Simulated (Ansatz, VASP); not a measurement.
# Two plane-wave programs on BeH

The input INCAR:

```
SYSTEM = BeH
ALGO = Normal ; EDIFF = 1E-7
EDIFFG = -0.04 ; ENCUT = 600
GGA = PE ; IBRION = 2
ISIF = 3 ; ISMEAR = 0
LASPH = .True. ; LCHARG = .False.
LREAL = .False. ; LWAVE = .False.
NELM = 100 ; NSW = 90
PREC = Accurate ; SIGMA = 0.1
```

File KPOINTS:

```
k-points
0
Gamma
  4 6 4
  0 0 0
```

File POSCAR:

```
BeH
1.0
    5.1105937142      0.0000000000      0.0000000000
    0.0000000000      3.0178937019      0.0000000000
    0.0000000000      0.0000000000      3.9651158127
Be H
4 4
Direct
    0.1770000000      0.2500000000      0.1340000000
    0.3230000000      0.7500000000      0.6340000000
    0.6770000000      0.2500000000      0.3660000000
    0.8230000000      0.7500000000      0.8660000000
    0.0400000000      0.2500000000      0.6300000000
    0.4600000000      0.7500000000      0.1300000000
    0.5400000000      0.2500000000      0.8700000000
    0.9600000000      0.7500000000      0.3700000000
```

Input for Ansatz:

```yaml
crystal:
  lattice:
    - [5.1105937142, 0.0, 0.0]
    - [0.0, 3.0178937019, 0.0]
    - [0.0, 0.0, 3.9651158127]
  atoms:
    - { symbol: Be, position: [0.177, 0.25, 0.134] }
    - { symbol: Be, position: [0.323, 0.75, 0.634] }
    - { symbol: Be, position: [0.677, 0.25, 0.366] }
    - { symbol: Be, position: [0.823, 0.75, 0.866] }
    - { symbol: H, position: [0.04, 0.25, 0.63] }
    - { symbol: H, position: [0.46, 0.75, 0.13] }
    - { symbol: H, position: [0.54, 0.25, 0.87] }
    - { symbol: H, position: [0.96, 0.75, 0.37] }
basis:
  ecutwfc: 420
kpoints:
  mp_grid: { grid: [4, 6, 4] }
hamiltonian:
  xc: pbe
scf:
  occupations: { method: gaussian, width: 0.1 }
  lower_state_search: "off"
output:
  forces: true
  stress: true
  eigenvalues: true
relax:
  adjacent_minimum: "off"
  f_tol: 0.04
  max_steps: 70
  cell: { stress_tol: 0.4 }
```

Alike in both runs: task relaxation of cell and atoms; functional PBE; k mesh 4 × 6 × 4; occupations gaussian, width 0.1 eV; no spin polarisation.

|  | VASP | Ansatz |
| --- | --- | --- |
| version | VASP 6.6.1 | Ansatz 0.2.0 |
| potentials or method | VASP PAW PBE potentials, release 64 (Be, H), cutoff 600 eV | scalar-relativistic, plane waves, PAW |
| valence electrons in the cell | 12 | 12 |

VASP gave:

| Quantity | Value |
| --- | --- |
| gap on the k mesh at the Fermi level, each at its own relaxed structure (eV) | none |
| relaxed volume (Å³/atom) | 6.79 |
| relaxed length of the cell vector where the two differ most in proportion (Å) | 7.163 |

Task: Estimate Ansatz's values.

Result: gap on the k mesh at the Fermi level, each at its own relaxed structure (eV): none; relaxed volume (Å³/atom): 6.52; relaxed length of the cell vector where the two differ most in proportion (Å): 5.989.

A gap of «none» marks a metal or a gap that the smearing closes. One of these differences is far larger than is usual between the two programs; its cause wasn't traced.

The k mesh is coarse, so the values compare programs but aren't converged.
